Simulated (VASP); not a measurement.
# Nb in VASP: further runs

Nb is run at these levels: PBEsol; tasks: electric field gradients.

Everything below comes from runs of VASP 6.6.1. Logs are shortened: lines on timing, memory, paths and dates and some standing lists are left out, and cuts for length are marked.

### 1 The cell of the first run

Symmetry: R-3m, No. 166, trigonal system. Conventional cell: a = 2.976 Å, b = 2.976 Å, c = 7.400 Å, α = 90.00°, β = 90.00°, γ = 120.00°. Nb (site symmetry -3m) has 12 Nb at 2.98 to 3.01 Å within 3.9 Å.

### 2 Electric field gradients, PBEsol (equal xy, yz and zx shear strains of +1 %)

File INCAR:

```
SYSTEM = Nb
ALGO = Normal
EDIFF = 1E-8
ENCUT = 520
GGA = PS
ISIF = 2
ISMEAR = -1
LASPH = .True.
LCHARG = .False.
LEFG = .True.
LREAL = .False.
LWAVE = .False.
NBANDS = 12
NELM = 60
PREC = Accurate
SIGMA = 0.08
```

File KPOINTS:

```
k-points
0
Gamma
  13 13 13
  0 0 0
```

File POSCAR:

```
Nb
1.0
    0.0211500000      2.1255750000      2.1255750000
    2.1255750000      0.0211500000      2.1255750000
    2.1255750000      2.1255750000      0.0211500000
Nb
1
Direct
    0.0000000000      0.0000000000      0.0000000000
```

Potentials or basis: VASP PAW PBE potentials, release 64 (Nb_sv).

Launch:

```
cat potpaw_PBE.64/Nb_sv/POTCAR > POTCAR
mpirun -np 1 vasp_std > vasp.out
```

OUTCAR:

```text
SYSTEM = Nb
   EDIFF = 1E-8
   ENCUT = 520
   GGA = PS
   ISIF = 2
   ISMEAR = -1
   LASPH = .True.
   LREAL = .False.
   NELM = 60
   PREC = Accurate

 ion  position               nearest neighbor table
   1  0.000  0.000  0.000-

  LATTYP: Found a trigonal (rhomboedric) cell.
 ALAT       =     3.0060913964
 COS(alpha) =     0.5099250056

  Lattice vectors:

 A1 = (   0.0211500000,   2.1255750000,   2.1255750000)
 A2 = (   2.1255750000,   0.0211500000,   2.1255750000)
 A3 = (   2.1255750000,   2.1255750000,   0.0211500000)

Analysis of symmetry for initial positions (statically):
=====================================================================
 Subroutine PRICEL returns:
 Original cell was already a primitive cell.

 Routine SETGRP: Setting up the symmetry group for a
 trigonal (rhombohedral) supercell.

 Subroutine GETGRP returns: Found 12 space group operations
 (whereof 12 operations were pure point group operations)
 out of a pool of 12 trial point group operations.

The static configuration has the point symmetry D_3d.

Analysis of symmetry for dynamics (positions and initial velocities):
=====================================================================
 Subroutine PRICEL returns:
 Original cell was already a primitive cell.

 Routine SETGRP: Setting up the symmetry group for a
 trigonal (rhombohedral) supercell.

 Subroutine GETGRP returns: Found 12 space group operations
 (whereof 12 operations were pure point group operations)
 out of a pool of 12 trial point group operations.

The dynamic configuration has the point symmetry D_3d.

 Subroutine INISYM returns: Found 12 space group operations
 (whereof 12 operations are pure point group operations),
 and found     1 'primitive' translations

----------------------------------------------------------------------------------------

                                     Primitive cell

  volume of cell :      18.9203

  direct lattice vectors                    reciprocal lattice vectors
     0.021150000  2.125575000  2.125575000    -0.238770803  0.236418381  0.236418381
     2.125575000  0.021150000  2.125575000     0.236418381 -0.238770803  0.236418381
     2.125575000  2.125575000  0.021150000     0.236418381  0.236418381 -0.238770803

  length of vectors
     3.006091396  3.006091396  3.006091396     0.410851310  0.410851310  0.410851310

  position of ions in fractional coordinates (direct lattice)
     0.000000000  0.000000000  0.000000000

  ion indices of the primitive-cell ions
   primitive index   ion index
                 1           1

----------------------------------------------------------------------------------------

 KPOINTS: k-points

Automatic generation of k-mesh.
 Grid dimensions read from file:
 generate k-points for:   13   13   13

 Generating k-lattice:

  Cartesian coordinates                     Fractional coordinates (reciprocal lattice)
    -0.018366985  0.018186029  0.018186029     0.076923077  0.000000000  0.000000000
     0.018186029 -0.018366985  0.018186029     0.000000000  0.076923077  0.000000000
     0.018186029  0.018186029 -0.018366985     0.000000000  0.000000000  0.076923077

  Length of vectors
     0.031603947  0.031603947  0.031603947

  Shift w.r.t. Gamma in fractional coordinates (k-lattice)
     0.000000000  0.000000000  0.000000000

 Subroutine IBZKPT returns following result:
 ===========================================

 Found    231 irreducible k-points:

 Following reciprocal coordinates:
            Coordinates               Weight
  0.000000  0.000000  0.000000      1.000000
  0.076923  0.000000  0.000000      6.000000
  0.153846 -0.000000 -0.000000      6.000000
  0.230769  0.000000 -0.000000      6.000000
  0.307692 -0.000000 -0.000000      6.000000
  0.384615 -0.000000 -0.000000      6.000000
[... 16 lines left out ...]
  0.384615  0.153846 -0.000000     12.000000
  0.461538  0.153846 -0.000000     12.000000
 [... further k-points ...]
   k-points           NKPTS =    231   k-points in BZ     NKDIM =    231   number of bands    NBANDS=     12
   number of dos      NEDOS =    301   number of ions     NIONS =      1
   total plane-waves  NPLWV =  13824
   dimension x,y,z NGX =    24 NGY =   24 NGZ =   24
   dimension x,y,z NGXF=    48 NGYF=   48 NGZF=   48
   ions per type =               1
   NGX,Y,Z   is equivalent  to a cutoff of  13.27, 13.27, 13.27 a.u.
   NGXF,Y,Z  is equivalent  to a cutoff of  26.55, 26.55, 26.55 a.u.
 SYSTEM =  Nb
   PREC   = accura    normal or accurate (medium, high low for compatibility)
   ISTART =      0    job   : 0-new  1-cont  2-samecut
   ICHARG =      2    charge: 1-file 2-atom 10-const
   ISPIN  =      1    spin polarized calculation?
   LNONCOLLINEAR =      F non collinear calculations
   LSORBIT =      F    spin-orbit coupling
   LASPH  =      T    aspherical Exc in radial PAW
   ENCUT  =  520.0 eV  38.22 Ry    6.18 a.u.   5.59  5.59  5.59*2*pi/ulx,y,z
   NELM   =     60;   NELMIN=  2; NELMDL= -5     # of ELM steps
   EDIFF  = 0.1E-07   stopping-criterion for ELM
   LREAL  =      F    real-space projection
   EDIFFG = 0.1E-06   stopping-criterion for IOM
   NSW    =      0    number of steps for IOM
   IBRION =     -1    ionic relax: 0-MD 1-quasi-New 2-CG
   NFREE  =      0    steps in history (QN), initial steepest desc. (CG)
   ISIF   =      2    stress and relaxation
   ISYM   =      2    0-nonsym 1-usesym 2-fastsym
   POTIM  = 0.5000    time-step for ionic-motion
   TEBEG  =    0.0;   TEEND  =   0.0 temperature during run
   PSTRESS=    0.0 pullay stress
   NELECT =      13.0000    total number of electrons
   NUPDOWN=      -1.0000    fix difference up-down
   EMIN   =  10.00;   EMAX   =-10.00  energy-range for DOS
   EFERMI =   0.00;   METHOD = LEGACY
   ISMEAR =    -1;   SIGMA  =   0.08  broadening in eV -4-tet -1-fermi 0-gaus
   EFERMI_NEDOS =   21; number of points for ismear=-14 and -15
   IALGO  =     38    algorithm
   IMIX   =      4    mixing-type and parameters
     AMIX     =   0.40;   BMIX     =  1.00
     AMIX_MAG =   1.60;   BMIX_MAG =  1.00
  volume/ion in A,a.u.               =      18.92       127.68
  Fermi-wavevector in a.u.,A,eV,Ry     =   1.444596  2.729891 28.393420  2.086858
  Thomas-Fermi vector in A             =   2.562873
   LORBIT       =      0    0 simple, 1 ext, 2 COOP (PROOUT), +10 PAW based schemes
   GGA     = PS    functional components
   LHFCALC =     F    Hartree Fock is set to
   AEXX    =    0.0000 exact exchange contribution
   IVDW    =     0    specifies the selected vdW correction
   LEPSILON=     F    determine dielectric tensor
   LRPA    =     F    only Hartree local field effects (RPA)
 non-spin polarized calculation
  energy-cutoff  :      520.00
  volume of cell :       18.92
 maximum number of plane-waves:       532
   NGX = 11   NGY = 11   NGZ = 11

 number of electron      13.0000001 magnetization

 Free energy of the ion-electron system (eV)
  ---------------------------------------------------
  ext. energy  EPLUGINS =         0.00000000
  ---------------------------------------------------
  free energy    TOTEN  =       -10.60401733 eV

  energy without entropy =      -10.57103263  energy(sigma->0) =      -10.58752498

 E-fermi :  10.7005     XC(G=0): -12.3787

 val. band max:       10.6878536756   @ k =  -0.3077   0.2308   0.2308
 cond. band min:      10.7028468028   @ k =   0.3846   0.3846   0.1538
 fundamental gap:      0.0149931271
 Fermi energy:        10.7004828107

 k-point     1 :       0.0000    0.0000    0.0000
  band No.  band energies     occupation
      1     -43.9846      2.00000
      2     -19.4312      2.00000
      3     -19.3927      2.00000
      4     -19.3927      2.00000
      5       4.4888      2.00000
      6      10.6781      1.13885
      7      10.9014      0.15008
      8      10.9014      0.15008
      9      13.3942      0.00000
     10      13.3942      0.00000
     11      22.5431      0.00000
     12      27.0167      0.00000

 k-point     2 :       0.0769    0.0000    0.0000
  band No.  band energies     occupation
      1     -43.9738      2.00000
      2     -19.4721      2.00000
      3     -19.4326      2.00000
      4     -19.4022      2.00000
      5       4.7085      2.00000
      6      10.6778      1.14072
      7      10.8289      0.33443
      8      11.0089      0.04147
      9      13.2998      0.00000
     10      13.3048      0.00000
     11      22.9838      0.00000
     12      26.4249      0.00000
[... 316 lines left out ...]
 k-point    24 :       0.4615    0.1538   -0.0000
  band No.  band energies     occupation
      1     -43.7887      2.00000
      2     -20.4265      2.00000
      3     -19.6908      2.00000
      4     -19.6325      2.00000
      5       7.5324      2.00000
      6       9.7325      1.99999
      7      10.7233      0.85842
      8      11.3979      0.00033
      9      15.3916      0.00000
     10      15.8701      0.00000
     11      21.4051      0.00000
     12      24.2113      0.00000

 [... further k-points ...]

------------------------ aborting loop because EDIFF is reached ----------------------------------------

  FORCE on cell =-STRESS in cart. coord.  units (eV):
  Direction    XX          YY          ZZ          XY          YZ          ZX
  --------------------------------------------------------------------------------------
  -------------------------------------------------------------------------------------
  Total       -0.8177135     -0.8177135     -0.8177135      0.0555998      0.0555998      0.0555998
  in kB      -69.2441547    -69.2441547    -69.2441547      4.7082004      4.7082004      4.7082004
  external PRESSURE =     -69.2441547 kB  Pullay stress =       0.0000000 kB

 VOLUME and BASIS-vectors are now :
 -----------------------------------------------------------------------------
  energy-cutoff  :      520.00
  volume of cell :       18.92
      direct lattice vectors                 reciprocal lattice vectors
     0.021150000  2.125575000  2.125575000    -0.238770803  0.236418381  0.236418381
     2.125575000  0.021150000  2.125575000     0.236418381 -0.238770803  0.236418381
     2.125575000  2.125575000  0.021150000     0.236418381  0.236418381 -0.238770803

 POSITION                                       TOTAL-FORCE (eV/Angst)
 -----------------------------------------------------------------------------------
      0.00000      0.00000      0.00000        -0.000000      0.000000      0.000000
 -----------------------------------------------------------------------------------
    total drift:                                0.000000      0.000000     -0.000000

  FREE ENERGIE OF THE ION-ELECTRON SYSTEM (eV)
  ---------------------------------------------------
  free  energy   TOTEN  =       -10.6040173308 eV

  energy  without entropy=      -10.5710326296  energy(sigma->0) =      -10.58752498

 Electric field gradients (V/A^2)
---------------------------------------------------------------------
 ion       V_xx      V_yy      V_zz      V_xy      V_xz      V_yz
---------------------------------------------------------------------
   1       0.000    -0.000     0.000    -1.174    -1.174    -1.174
---------------------------------------------------------------------

 Electric field gradients after diagonalization (V/A^2)
 (convention: |V_zz| > |V_xx| > |V_yy|)
----------------------------------------------------------------------
 ion       V_xx      V_yy      V_zz     asymmetry (V_yy - V_xx)/ V_zz
----------------------------------------------------------------------
   1       1.174     1.174    -2.347       0.000
----------------------------------------------------------------------

           NMR quadrupolar parameters

 Cq : quadrupolar parameter    Cq=e*Q*V_zz/h
 eta: asymmetry parameters     (V_yy - V_xx)/ V_zz
 Q  : nuclear electric quadrupole moment in mb (millibarn)
----------------------------------------------------------------------
 ion       Cq(MHz)       eta       Q (mb)
----------------------------------------------------------------------
   1      -0.006       0.000       1.000
----------------------------------------------------------------------
```

Wall time 18 s (1 thread of Intel Xeon 6975P-C (Granite Rapids), shared host); peak memory 0.17 GiB.

Results:

- Free energy: -10.6040 eV
- Pressure: -6.9 GPa

Stress tensor (GPa, compression positive):
```
-6.92  0.47  0.47
 0.47 -6.92  0.47
 0.47  0.47 -6.92
```

Electric field gradients, principal values (V/Å²):
```
atom  least  middle  greatest (by size)
1 Nb  1.174   1.174              -2.347
```

Caveat: the cell differs from its parent crystal (equal xy, yz and zx shear strains of +1 %); without QUAD_EFG the Cq values of the log hold for a quadrupole moment of 1 mb, not for the nuclei; the PAW data sets were made with another functional, which shifts forces and pressure a little.

### 3 Electric field gradients, PBEsol (equal xy, yz and zx shear strains of +1 %)

File INCAR:

```
ALGO = Normal
EDIFF = 1E-8
ENCUT = 520
GGA = PS
ISIF = 2
ISMEAR = -1
LASPH = True
LCHARG = False
LEFG = True
LREAL = False
LWAVE = False
NBANDS = 12
NELM = 60
PREC = Accurate
SIGMA = 0.08
```

File KPOINTS:

```
k-points
0
Gamma
  13 13 13
```

POSCAR is that of step 2.

Potentials or basis: VASP PAW PBE potentials, release 64 (Nb_sv).

Launch:

```
cat potpaw_PBE.64/Nb_sv/POTCAR > POTCAR
mpirun -np 1 vasp_std > vasp.out
```

OUTCAR:

```text
EDIFF = 1E-8
   ENCUT = 520
   GGA = PS
   ISIF = 2
   ISMEAR = -1
   LASPH = True
   LREAL = False
   NELM = 60
   PREC = Accurate

 ion  position               nearest neighbor table
   1  0.000  0.000  0.000-

  LATTYP: Found a trigonal (rhomboedric) cell.
 ALAT       =     3.0060913964
 COS(alpha) =     0.5099250056

  Lattice vectors:

 A1 = (   0.0211500000,   2.1255750000,   2.1255750000)
 A2 = (   2.1255750000,   0.0211500000,   2.1255750000)
 A3 = (   2.1255750000,   2.1255750000,   0.0211500000)

Analysis of symmetry for initial positions (statically):
=====================================================================
 Subroutine PRICEL returns:
 Original cell was already a primitive cell.

 Routine SETGRP: Setting up the symmetry group for a
 trigonal (rhombohedral) supercell.

 Subroutine GETGRP returns: Found 12 space group operations
[... 539 lines left out ...]
  external PRESSURE =     -69.2441547 kB  Pullay stress =       0.0000000 kB

 VOLUME and BASIS-vectors are now :
 -----------------------------------------------------------------------------
  energy-cutoff  :      520.00
  volume of cell :       18.92
      direct lattice vectors                 reciprocal lattice vectors
     0.021150000  2.125575000  2.125575000    -0.238770803  0.236418381  0.236418381
     2.125575000  0.021150000  2.125575000     0.236418381 -0.238770803  0.236418381
     2.125575000  2.125575000  0.021150000     0.236418381  0.236418381 -0.238770803

 POSITION                                       TOTAL-FORCE (eV/Angst)
 -----------------------------------------------------------------------------------
      0.00000      0.00000      0.00000        -0.000000      0.000000      0.000000
 -----------------------------------------------------------------------------------
    total drift:                                0.000000      0.000000     -0.000000

  FREE ENERGIE OF THE ION-ELECTRON SYSTEM (eV)
  ---------------------------------------------------
  free  energy   TOTEN  =       -10.6040173308 eV

  energy  without entropy=      -10.5710326296  energy(sigma->0) =      -10.58752498

 Electric field gradients (V/A^2)
---------------------------------------------------------------------
 ion       V_xx      V_yy      V_zz      V_xy      V_xz      V_yz
---------------------------------------------------------------------
   1       0.000    -0.000     0.000    -1.174    -1.174    -1.174
---------------------------------------------------------------------

 Electric field gradients after diagonalization (V/A^2)
 (convention: |V_zz| > |V_xx| > |V_yy|)
----------------------------------------------------------------------
 ion       V_xx      V_yy      V_zz     asymmetry (V_yy - V_xx)/ V_zz
----------------------------------------------------------------------
   1       1.174     1.174    -2.347       0.000
----------------------------------------------------------------------

           NMR quadrupolar parameters

 Cq : quadrupolar parameter    Cq=e*Q*V_zz/h
 eta: asymmetry parameters     (V_yy - V_xx)/ V_zz
 Q  : nuclear electric quadrupole moment in mb (millibarn)
----------------------------------------------------------------------
 ion       Cq(MHz)       eta       Q (mb)
----------------------------------------------------------------------
   1      -0.006       0.000       1.000
----------------------------------------------------------------------
```

OSZICAR:

```text
N       E                     dE             d eps       ncg     rms          rms(c)
DAV:   1     0.114663730022E+03    0.11466E+03   -0.72427E+03  5576   0.107E+03
DAV:   2    -0.638797017219E+01   -0.12105E+03   -0.11689E+03  5960   0.384E+02
DAV:   3    -0.108490524337E+02   -0.44611E+01   -0.42604E+01  7992   0.644E+01
DAV:   4    -0.111524784277E+02   -0.30343E+00   -0.30078E+00  7764   0.153E+01
DAV:   5    -0.111643815819E+02   -0.11903E-01   -0.11895E-01  8100   0.249E+00    0.679E+00
DAV:   6    -0.106658211572E+02    0.49856E+00   -0.75881E-01  8796   0.106E+01    0.236E+00
DAV:   7    -0.106009777699E+02    0.64843E-01   -0.21737E-01  9152   0.556E+00    0.102E+00
DAV:   8    -0.106039481339E+02   -0.29704E-02   -0.13201E-02  6608   0.148E+00    0.453E-02
DAV:   9    -0.106040020447E+02   -0.53911E-04   -0.84063E-04  9312   0.313E-01    0.339E-02
DAV:  10    -0.106040185602E+02   -0.16516E-04   -0.15586E-05  6584   0.486E-02    0.123E-02
DAV:  11    -0.106040173977E+02    0.11625E-05   -0.62833E-06  7700   0.389E-02    0.320E-03
DAV:  12    -0.106040173848E+02    0.12946E-07   -0.74333E-07  8416   0.105E-02    0.648E-04
DAV:  13    -0.106040173323E+02    0.52466E-07   -0.68045E-09  5532   0.885E-04    0.185E-04
DAV:  14    -0.106040173308E+02    0.14429E-08   -0.69427E-09  4496   0.895E-04
   1 F= -.10604017E+02 E0= -.10587525E+02  d E =-.329847E-01
```

Wall time 21 s (1 thread of Intel Xeon 6975P-C (Granite Rapids), shared host); peak memory 0.17 GiB.

Results:

```yaml
Free_energy: -10.6040 eV
Pressure: -6.9 GPa
```

Electric field gradients, principal values (V/Å²):
```
atom  least  middle  greatest (by size)
1 Nb  1.174   1.174              -2.347
```

Caveat: the cell differs from its parent crystal (equal xy, yz and zx shear strains of +1 %); without QUAD_EFG the Cq values of the log hold for a quadrupole moment of 1 mb, not for the nuclei; the PAW data sets were made with another functional, which shifts forces and pressure a little.

[end of part 1 of 2]
